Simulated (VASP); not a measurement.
MnO: single point with RPBE

MnO:

```xyz
2
Lattice="0.0000 2.2614 2.2614 2.2614 0.0000 2.2614 2.2614 2.2614 0.0000" Properties=species:S:1:pos:R:3 pbc="T T T"
Mn    0.0000    0.0000    0.0000
O     2.2614    2.2614    2.2614
```

| Property | Result |
| --- | --- |
| Program | VASP 6.6.1 |
| Task | single point |
| Functional | RPBE |
| Potentials or basis | VASP PAW PBE potentials, release 64 (Mn_pv, O) |
| Cutoff | 520 eV |
| k mesh | 10 × 10 × 10 |
| Occupations | fermi-dirac, width 0.05 eV |
| Spin | collinear spin, ferromagnetic start |
| Starting moments | [4.0, 0.0] μB |
| Dipole correction | no |
| Further INCAR settings | ALGO = Normal; EDIFF = 1e-06; NBANDS = 20 |

```json
{"Pressure": "0.1 GPa", "Net moment": "4.92 μB per cell", "Site moments": "Mn +4.46; O +0.20 μB", "Valence electrons inside the program's atomic spheres": "Mn 11.29; O 4.97"}
```

Levels at points of the mesh, in eV from the Fermi level:
Spin up:
```csv
k point,band 10,band 11,band 12,band 13,band 14,band 15
"(0.00, 0.00, 0.00)",-3.21,-2.72,-2.72,-0.68,13.85,15.96
"(0.50, 0.00, 0.00)",-1.96,0.06,0.06,3.43,7.40,11.61
"(0.50, 0.50, 0.00)",-2.17,-2.17,-2.07,4.74,7.64,10.15
```
Spin down:
```csv
k point,band 4,band 5,band 6,band 7,band 8,band 9,band 10,band 11
"(0.00, 0.00, 0.00)",-19.42,-3.06,-3.06,-3.06,0.80,1.04,1.04,1.04
"(0.50, 0.00, 0.00)",-18.59,-6.83,-4.42,-4.42,2.10,2.16,2.16,3.65
"(0.50, 0.50, 0.00)",-18.60,-5.96,-3.99,-3.99,-0.40,2.12,2.23,2.55
```

Wall time 62 s on 1 thread of Intel Xeon 8259CL, on a shared host, peak memory 0.17 GiB.

Caveat: the PAW data sets were made with another functional, which shifts forces and pressure a little; a cell with one magnetic atom can't hold antiferromagnetic order, which such compounds often take; semilocal functionals often make such compounds metallic where correlation or magnetic order opens a gap, which also shifts bond lengths. With open d or f shells a metallic result of RPBE can be an artefact of self-interaction; +U or a hybrid may open a gap.
